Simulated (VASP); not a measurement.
# Ta3TeH2 (P-3m1) in VASP: a series of runs, part 4 of 4

VASP 6.6.1. The steps go on from the part before.

## 6. Relaxation of cell and atoms, PBE

INCAR reads:

```
SYSTEM = Ta3TeH2
PREC = Accurate
ENCUT = 600
EDIFF = 1E-6
ISMEAR = 0
SIGMA = 0.1
LREAL = .FALSE.
LASPH = .TRUE.
NELM = 60
ALGO = Normal
ISIF = 3
LWAVE = .FALSE.
LCHARG = .FALSE.
GGA = PE
IBRION = 2
NSW = 100
EDIFFG = -0.01
```

KPOINTS reads:

```
regular mesh
0
G
  12 12 4
  0 0 0
```

POSCAR reads:

```
Ta3TeH2
1.0
    3.2726280381      0.0000000000      0.0000000000
   -1.6363140190      2.8341790181      0.0000000000
    0.0000000000      0.0000000000      8.8829077401
Ta Te H
3 1 2
Direct
    0.6666666667      0.3333333333      0.7512273864
    0.0000000000      0.0000000000      0.0000000000
    0.3333333333      0.6666666667      0.2487726136
    0.0000000000      0.0000000000      0.5000000000
    0.3333333333      0.6666666667      0.8589603596
    0.6666666667      0.3333333333      0.1410396404
```

Potentials or basis: VASP PAW PBE potentials, release 64 (Ta_pv, Te, H).

The run is started by

```
$ cat potpaw_PBE.64/Ta_pv/POTCAR potpaw_PBE.64/Te/POTCAR potpaw_PBE.64/H/POTCAR > POTCAR
$ mpirun -np 1 vasp_std > vasp.out
```

OUTCAR:

```text
SYSTEM = Ta3TeH2
   PREC = Accurate
   ENCUT = 600
   EDIFF = 1E-6
   ISMEAR = 0
   LREAL = .FALSE.
   LASPH = .TRUE.
   NELM = 60
   ISIF = 3
   GGA = PE
   IBRION = 2
   NSW = 100
   EDIFFG = -0.01

 ion  position               nearest neighbor table
   1  0.667  0.333  0.751-   5 2.12   5 2.12   5 2.12   2 2.91   2 2.91   2 2.91   4 2.92   4 2.92
                             4 2.92
   2  0.000  0.000  0.000-   1 2.91   3 2.91   3 2.91   1 2.91   1 2.91   3 2.91
   3  0.333  0.667  0.249-   6 2.12   6 2.12   6 2.12   2 2.91   2 2.91   2 2.91   4 2.92   4 2.92
                             4 2.92
   4  0.000  0.000  0.500-   1 2.92   3 2.92   3 2.92   1 2.92   1 2.92   3 2.92
   5  0.333  0.667  0.859-   1 2.12   1 2.12   1 2.12
   6  0.667  0.333  0.141-   3 2.12   3 2.12   3 2.12

  LATTYP: Found a hexagonal cell.
 ALAT       =     3.2726280381
 C/A-ratio  =     2.7143041118

  Lattice vectors:

 A1 = (   3.2726280381,   0.0000000000,   0.0000000000)
 A2 = (  -1.6363140190,   2.8341790181,   0.0000000000)
 A3 = (   0.0000000000,   0.0000000000,   8.8829077401)

Analysis of symmetry for initial positions (statically):
=====================================================================
 Subroutine PRICEL returns:
 Original cell was already a primitive cell.

 Routine SETGRP: Setting up the symmetry group for a
 hexagonal supercell.

 Subroutine GETGRP returns: Found 12 space group operations
 (whereof 12 operations were pure point group operations)
 out of a pool of 24 trial point group operations.

The static configuration has the point symmetry D_3d.

Analysis of symmetry for dynamics (positions and initial velocities):
=====================================================================
 Subroutine PRICEL returns:
 Original cell was already a primitive cell.

 Routine SETGRP: Setting up the symmetry group for a
 hexagonal supercell.

 Subroutine GETGRP returns: Found 12 space group operations
 (whereof 12 operations were pure point group operations)
 out of a pool of 24 trial point group operations.

The dynamic configuration has the point symmetry D_3d.

 Subroutine INISYM returns: Found 12 space group operations
 (whereof 12 operations are pure point group operations),
 and found     1 'primitive' translations

----------------------------------------------------------------------------------------

                                     Primitive cell

  volume of cell :      82.3909

  direct lattice vectors                    reciprocal lattice vectors
     3.272628038  0.000000000  0.000000000     0.305564821  0.176417932  0.000000000
    -1.636314019  2.834179018  0.000000000     0.000000000  0.352835863  0.000000000
     0.000000000  0.000000000  8.882907740     0.000000000  0.000000000  0.112575750

  length of vectors
     3.272628038  3.272628038  8.882907740     0.352835863  0.352835863  0.112575750

  position of ions in fractional coordinates (direct lattice)
     0.666666667  0.333333333  0.751227386
     0.000000000  0.000000000  0.000000000
     0.333333333  0.666666667  0.248772614
     0.000000000  0.000000000  0.500000000
     0.333333333  0.666666667  0.858960360
     0.666666667  0.333333333  0.141039640

  ion indices of the primitive-cell ions
[... 37 lines left out ...]
  0.083333  0.000000  0.000000      6.000000
  0.166667  0.000000  0.000000      6.000000
  0.250000  0.000000  0.000000      6.000000
  0.333333 -0.000000  0.000000      6.000000
  0.416667  0.000000  0.000000      6.000000
[... 16 lines left out ...]
  0.166667  0.000000  0.250000      6.000000
  0.000000  0.166667  0.250000      6.000000
 [... further k-points ...]
   k-points           NKPTS =     69   k-points in BZ     NKDIM =     69   number of bands    NBANDS=     24
   number of dos      NEDOS =    301   number of ions     NIONS =      6
   total plane-waves  NPLWV =  56448
   dimension x,y,z NGX =    28 NGY =   28 NGZ =   72
   dimension x,y,z NGXF=    56 NGYF=   56 NGZF=  144
   ions per type =               3   1   2
   NGX,Y,Z   is equivalent  to a cutoff of  14.22, 14.22, 13.47 a.u.
   NGXF,Y,Z  is equivalent  to a cutoff of  28.45, 28.45, 26.95 a.u.
 SYSTEM =  Ta3TeH2
   PREC   = accura    normal or accurate (medium, high low for compatibility)
   ISTART =      0    job   : 0-new  1-cont  2-samecut
   ICHARG =      2    charge: 1-file 2-atom 10-const
   ISPIN  =      1    spin polarized calculation?
   LNONCOLLINEAR =      F non collinear calculations
   LSORBIT =      F    spin-orbit coupling
   LASPH  =      T    aspherical Exc in radial PAW
   ENCUT  =  600.0 eV  44.10 Ry    6.64 a.u.   6.54  6.54 17.74*2*pi/ulx,y,z
   NELM   =     60;   NELMIN=  2; NELMDL= -5     # of ELM steps
   EDIFF  = 0.1E-05   stopping-criterion for ELM
   LREAL  =      F    real-space projection
   EDIFFG = -.1E-01   stopping-criterion for IOM
   NSW    =    100    number of steps for IOM
   IBRION =      2    ionic relax: 0-MD 1-quasi-New 2-CG
   NFREE  =      1    steps in history (QN), initial steepest desc. (CG)
   ISIF   =      3    stress and relaxation
   ISYM   =      2    0-nonsym 1-usesym 2-fastsym
   POTIM  = 0.5000    time-step for ionic-motion
   TEBEG  =    0.0;   TEEND  =   0.0 temperature during run
   PSTRESS=    0.0 pullay stress
   NELECT =      41.0000    total number of electrons
   NUPDOWN=      -1.0000    fix difference up-down
   EMIN   =  10.00;   EMAX   =-10.00  energy-range for DOS
   EFERMI =   0.00;   METHOD = LEGACY
   ISMEAR =     0;   SIGMA  =   0.10  broadening in eV -4-tet -1-fermi 0-gaus
   EFERMI_NEDOS =   21; number of points for ismear=-14 and -15
   IALGO  =     38    algorithm
   IMIX   =      4    mixing-type and parameters
     AMIX     =   0.40;   BMIX     =  1.00
     AMIX_MAG =   1.60;   BMIX_MAG =  1.00
  volume/ion in A,a.u.               =      13.73        92.67
  Fermi-wavevector in a.u.,A,eV,Ry     =   1.297308  2.451557 22.898714  1.683008
  Thomas-Fermi vector in A             =   2.428709
   LORBIT       =      0    0 simple, 1 ext, 2 COOP (PROOUT), +10 PAW based schemes
   GGA     = PE    functional components
   LHFCALC =     F    Hartree Fock is set to
   AEXX    =    0.0000 exact exchange contribution
   IVDW    =     0    specifies the selected vdW correction
   LEPSILON=     F    determine dielectric tensor
   LRPA    =     F    only Hartree local field effects (RPA)
 conjugate gradient relaxation of ions
 non-spin polarized calculation
 Gauss-broadening in eV      SIGMA  =   0.10
  energy-cutoff  :      600.00
  volume of cell :       82.39
 maximum number of plane-waves:      2807
 NGX is ok and might be reduce to    28
   NGX = 13   NGY = 13   NGZ = 35

--------------------------------------- Ionic step        1  -------------------------------------------

 number of electron      41.0000001 magnetization

 Free energy of the ion-electron system (eV)
  ---------------------------------------------------
  ext. energy  EPLUGINS =         0.00000000
  ---------------------------------------------------
  free energy    TOTEN  =       -44.75316998 eV

  energy without entropy =      -44.73763036  energy(sigma->0) =      -44.74540017

------------------------ aborting loop because EDIFF is reached ----------------------------------------

  FORCE on cell =-STRESS in cart. coord.  units (eV):
  Direction    XX          YY          ZZ          XY          YZ          ZX
  --------------------------------------------------------------------------------------
  -------------------------------------------------------------------------------------
  Total        0.2064414      0.2064414     -0.5131840      0.0000000      0.0000000     -0.0000000
  in kB        4.0144704      4.0144704     -9.9794042      0.0000000      0.0000000     -0.0000000
  external PRESSURE =      -0.6501544 kB  Pullay stress =       0.0000000 kB
[... 147 lines left out ...]
--------------------------------------- Ionic step        5  -------------------------------------------

 number of electron      41.0000002 magnetization

 Free energy of the ion-electron system (eV)
  ---------------------------------------------------
  ext. energy  EPLUGINS =         0.00000000
  ---------------------------------------------------
  free energy    TOTEN  =       -44.75481777 eV

  energy without entropy =      -44.73924406  energy(sigma->0) =      -44.74703091

 E-fermi :   7.4365     XC(G=0): -12.0897

 val. band max:        7.4191970695   @ k =   0.0000   0.0000   0.5000
 cond. band min:       7.4459968404   @ k =   0.2500   0.0833   0.2500
 fundamental gap:      0.0267997709
 Fermi energy:         7.4364854740

 k-point     1 :       0.0000    0.0000    0.0000
  band No.  band energies     occupation
      1     -27.3033      2.00000
      2     -27.0153      2.00000
      3     -26.8873      2.00000
      4     -26.8873      2.00000
      5     -26.8280      2.00000
      6     -26.8280      2.00000
[... 637 lines left out ...]
     23       8.5854      0.00000
     24       8.9489      0.00000

 [... further k-points ...]
[... 5 lines left out ...]
  --------------------------------------------------------------------------------------
  -------------------------------------------------------------------------------------
  Total       -0.0188325     -0.0188325     -0.0226114     -0.0000000     -0.0000000      0.0000000
  in kB       -0.3661049     -0.3661049     -0.4395660     -0.0000000     -0.0000000      0.0000000
  external PRESSURE =      -0.3905920 kB  Pullay stress =       0.0000000 kB
[... 21 lines left out ...]
  FREE ENERGIE OF THE ION-ELECTRON SYSTEM (eV)
  ---------------------------------------------------
  free  energy   TOTEN  =       -44.7548177660 eV

  energy  without entropy=      -44.7392440595  energy(sigma->0) =      -44.74703091

 reached required accuracy - stopping structural energy minimisation
```

It took 3.1 min on 1 thread of Intel Xeon 6975P-C (Granite Rapids), shared host; peak memory 0.35 GiB.

Results:

| Property | Result |
| --- | --- |
| Free energy | -44.7548 eV |
| Relaxed volume | 13.74 Å³/atom |
| Relaxed cell | a = 3.280 Å, b = 3.280 Å, c = 8.845 Å, α = 90.00°, β = 90.00°, γ = 120.00° |
| Space group after relaxing (to 0.05 Å) | P-3m1 (No. 164) |
| Energy gained by relaxing | 0.3 meV/atom |
| Ionic steps | 5 |
| Pressure after relaxing | 0.0 GPa |
| Largest force after relaxing | 0.007 eV/Å |

Forces in eV/Å, atoms in the order of the input:
```
Ta   0.000  0.000 -0.007
Ta   0.000  0.000  0.000
Ta   0.000  0.000  0.007
Te   0.000  0.000  0.000
H    0.000  0.000  0.002
H    0.000  0.000 -0.002
```

The path:
```tsv
step	energy change (eV)	largest force (eV/Å)	pressure (GPa)	volume (Å³)
1	0.0000	0.0157	-0.07	82.39
2	-0.0016	0.0188	0.19	82.32
3	-0.0016	0.0183	0.19	82.32
4	-0.0016	0.0054	-0.20	82.51
5	-0.0016	0.0068	-0.04	82.42
```

Final structure:
```xyz
6
Lattice="3.2801 0.0000 0.0000 -1.6400 2.8406 0.0000 0.0000 0.0000 8.8454" Properties=species:S:1:pos:R:3 pbc="T T T"
Ta    1.6400    0.9469    6.6437
Ta    0.0000    0.0000    0.0000
Ta    0.0000    1.8937    2.2017
Te    0.0000    0.0000    4.4227
H     0.0000    1.8937    7.5988
H     1.6400    0.9469    1.2466
```

Caveat: spin-orbit coupling is left out, which moves the levels of the heavy elements.

## 7. The runs side by side

| task | cell | k mesh | cutoff (eV) | gap on the mesh (eV) | pressure (GPa) | relaxed volume (Å³/atom) | largest force (eV/Å) |
| --- | --- | --- | --- | --- | --- | --- | --- |
| single point | a = 3.273, b = 3.273, c = 8.883 Å, angles 90.0, 90.0, 120.0°, 6 atoms | 6 × 6 × 2 | 520 | none | 0.0 | - | 0.01 |
| single point | a = 3.504, b = 3.504, c = 8.535 Å, angles 90.0, 90.0, 120.0°, 6 atoms | 6 × 6 × 2 | 520 | none | -11.4 | - | 1.09 |
| relaxation of cell and atoms | relaxed from a = 3.504, b = 3.504, c = 8.535 Å, angles 90.0, 90.0, 120.0°, 6 atoms | 6 × 6 × 2 | 600 | none | 0.0 | 13.74 | 0.01 |
| single point | a = 3.279, b = 3.279, c = 8.844 Å, angles 90.0, 90.0, 120.0°, 6 atoms | 12 × 12 × 4 | 520 | none | 0.0 | - | - |
| relaxation of cell and atoms | relaxed from a = 3.273, b = 3.273, c = 8.883 Å, angles 90.0, 90.0, 120.0°, 6 atoms | 12 × 12 × 4 | 600 | none | 0.0 | 13.74 | 0.01 |

Alike in all rows: level PBE; potentials or basis VASP PAW PBE potentials, release 64 (Ta_pv, Te, H); no spin polarisation; smearing gaussian 0.1 eV.

Caveats: some runs use coarse meshes; spin-orbit coupling is left out, which moves the levels of the heavy elements; forces of over 1 eV/Å act on the atoms, so gaps and moduli don't describe the material at rest (some runs).

Total energies depend on the potentials used, so only differences within one code and one set of settings carry meaning.
